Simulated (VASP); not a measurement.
Wanted: the native input for a VASP 6.6.1 run.

```
Task                   : single point
Functional             : r2SCAN
Potentials or basis    : VASP PAW PBE potentials, release 64 (K_sv)
Cutoff                 : 520 eV
k mesh                 : 9 × 9 × 3
Occupations            : fermi-dirac, width 0.1 eV
Spin                   : no spin polarisation
Dipole correction      : no
Further INCAR settings : ALGO = Normal; EDIFF = 1e-07; NBANDS = 26
```

Crystal: K.

```
K
1.0
     4.76507    0.00000    0.00000
    -2.38254    4.12667    0.00000
     0.00000    0.00000   15.56258
K
4
Direct
  0.00000 0.00000 0.00000
  0.00000 0.00000 0.50000
  0.33333 0.66667 0.25000
  0.66667 0.33333 0.75000
```

This isn't the form of K at room conditions, which is bcc.

The input as run:

POSCAR

```
K
1.0
    4.7650716694      0.0000000000      0.0000000000
   -2.3825358347      4.1266731166      0.0000000000
    0.0000000000      0.0000000000     15.5625820360
K
4
Direct
    0.0000000000      0.0000000000      0.0000000000
    0.0000000000      0.0000000000      0.5000000000
    0.3333333333      0.6666666667      0.2500000000
    0.6666666667      0.3333333333      0.7500000000
```

INCAR.step1

```
PREC     = Accurate       # precision mode
ENCUT    = 520            # plane-wave cutoff, eV
ISMEAR   = -1             # smearing method
SIGMA    = 0.1            # smearing width, eV
LREAL    = F              # projectors in reciprocal space
LASPH    = T              # aspherical terms in the spheres
NELM     = 80             # most SCF steps
NBANDS   = 26             # bands
GGA      = PE             # functional
ALGO     = Normal         # electronic algorithm
EDIFF    = 1E-4           # SCF threshold, eV
LWAVE    = T              # write WAVECAR
LCHARG   = F              # write CHGCAR
```

INCAR.step2

```
PREC     = Accurate       # precision mode
ENCUT    = 520            # plane-wave cutoff, eV
EDIFF    = 1E-7           # SCF threshold, eV
ISMEAR   = -1             # smearing method
SIGMA    = 0.1            # smearing width, eV
LREAL    = F              # projectors in reciprocal space
LASPH    = T              # aspherical terms in the spheres
NELM     = 80             # most SCF steps
ALGO     = Normal         # electronic algorithm
ISIF     = 2              # what is computed and relaxed
LWAVE    = F              # write WAVECAR
LCHARG   = T              # write CHGCAR
METAGGA  = R2SCAN         # meta-GGA
LMIXTAU  = T            
LELF     = T              # ELF
LVHAR    = T            
NBANDS   = 26             # bands
ISTART   = 1
```

KPOINTS

```
Automatic mesh
0
Gamma
  9 9 3
```

Potentials or basis: VASP PAW PBE potentials, release 64 (K_sv).

Run with:

```console
$ cat potpaw_PBE.64/K_sv/POTCAR > POTCAR
$ cp INCAR.step1 INCAR
$ mpirun -np 1 vasp_std > vasp.out
$ cp INCAR.step2 INCAR
$ mpirun -np 1 vasp_std > vasp.out
```

Results of the run:

```json
{
 "Pressure": "0.0 GPa",
 "Band gap on the k mesh": "zero (bands 18 and 19 overlap by 2.36 eV)"
}
```

Caveat: the PAW data sets were made with another functional, which shifts forces and pressure a little.

Wall time 11 min on 1 thread of Intel(R) Xeon(R) 6975P-C (Granite Rapids), on a shared host, peak memory 0.46 GiB.
